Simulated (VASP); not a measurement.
Wanted: the native input for a VASP 6.6.1 run.

```
Task                   : relaxation of cell and atoms
Functional             : r2SCAN
Potentials or basis    : VASP PAW PBE potentials, release 64 (Al)
Cutoff                 : 600 eV
k mesh                 : 18 × 18 × 18
Occupations            : gaussian, width 0.1 eV
Spin                   : no spin polarisation
Dipole correction      : no
Further INCAR settings : ALGO = Normal; EDIFF = 1e-07; IBRION = 2; EDIFFG = -0.005; NSW = 100; ISIF = 3
```

The system is Al.

```
Al
1.0
     0.00000    2.01946    2.01946
     2.01946    0.00000    2.01946
     2.01946    2.01946    0.00000
Al
1
Direct
  0.00000 0.00000 0.00000
```

The input as run:

POSCAR

```
Al
1.0
    0.0000000000      2.0194648500      2.0194648500
    2.0194648500      0.0000000000      2.0194648500
    2.0194648500      2.0194648500      0.0000000000
Al
1
Direct
    0.0000000000      0.0000000000      0.0000000000
```

INCAR.step1

```
PREC = Accurate
ENCUT = 600
ISMEAR = 0
SIGMA = 0.1
LREAL = F
LASPH = T
NELM = 80
GGA = PE
ALGO = Normal
EDIFF = 1E-4
LWAVE = T
LCHARG = F
```

INCAR.step2

```
PREC = Accurate
ENCUT = 600
EDIFF = 1E-7
ISMEAR = 0
SIGMA = 0.1
LREAL = F
LASPH = T
NELM = 80
ALGO = Normal
ISIF = 3
LWAVE = F
LCHARG = F
METAGGA = R2SCAN
LMIXTAU = T
IBRION = 2
NSW = 100
EDIFFG = -0.005
ISTART = 1
```

KPOINTS

```
regular mesh
0
Gamma
  18 18 18
```

Potentials or basis: VASP PAW PBE potentials, release 64 (Al).

Launch:

```bash
$ cat potpaw_PBE.64/Al/POTCAR > POTCAR
$ cp INCAR.step1 INCAR
$ mpirun -np 1 vasp_std > vasp.out
$ cp INCAR.step2 INCAR
$ mpirun -np 1 vasp_std > vasp.out
```

Results of the run:

* Relaxed volume: 15.84 Å³/atom
* Relaxed cell: a = 2.819 Å, b = 2.819 Å, c = 2.819 Å, α = 60.00°, β = 60.00°, γ = 60.00°
* Space group after relaxing (to 0.05 Å): Fm-3m (No. 225)
* Energy gained by relaxing: 6.7 meV/atom
* Ionic steps: 3
* Pressure after relaxing: 0.0 GPa

Caveat: the PAW data sets were made with another functional, which shifts forces and pressure a little.

It took 3.8 min on 1 thread of AMD EPYC 7R43 64-Core Processor (Zen 3), on a shared host, peak memory 0.12 GiB.
